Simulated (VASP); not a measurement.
Input of a VASP 6.6.1 run:

Contents of INCAR:

```
  PREC = Accurate
  ENCUT = 520
  EDIFF = 1E-6
  ISMEAR = 0
  SIGMA = 0.1
  LREAL = False
  LASPH = True
  NELM = 80
  ALGO = Normal
  ISIF = 2
  LWAVE = False
  LCHARG = False
  LDIPOL = True
  IDIPOL = 3
  DIPOL = 0.5 0.5 0.339
  GGA = PS
  NBANDS = 53
```

File KPOINTS:

```
Automatic mesh
0
Gamma
  6 6 1
```

Contents of POSCAR:

```
SiMo6
1.0
    4.4256825773      0.0000000000      0.0000000000
   -2.2128412886      3.8327535410      0.0000000000
    0.0000000000      0.0000000000     19.7247696212
Mo Si
6 1
Direct
    0.6666666667      0.3333333333      0.2027907082
    0.3333333333      0.6666666667      0.2485904154
    0.0000000000      0.0000000000      0.2943901226
    0.6666666667      0.3333333333      0.3368101106
    0.3333333333      0.6666666667      0.3772266206
    0.0000000000      0.0000000000      0.4169767140
    0.3333333333      0.6666666667      0.4959366854
```

Potentials or basis: VASP PAW PBE potentials, release 64 (Mo_sv, Si).

The run is started by

```sh
$ cat potpaw_PBE.64/Mo_sv/POTCAR potpaw_PBE.64/Si/POTCAR > POTCAR
$ mpirun -np 1 vasp_std > vasp.out
```

**Question.** What does it give for the band gap on the k mesh?

**Answer.** Zero (bands 44 and 45 overlap by 0.01 eV).

**Question.** What does it give for the largest force?

**Answer.** 1.986 eV/Å.

Forces on the atoms (eV/Å):
```
Mo   0.000  0.000  1.986
Mo   0.000  0.000 -0.959
Mo   0.000  0.000 -1.317
Mo   0.000  0.000 -1.625
Mo   0.000  0.000  0.628
Mo   0.000  0.000  1.245
Si   0.000  0.000  0.042
```

Caveat: the PAW data sets were made with another functional, which shifts forces and pressure a little.
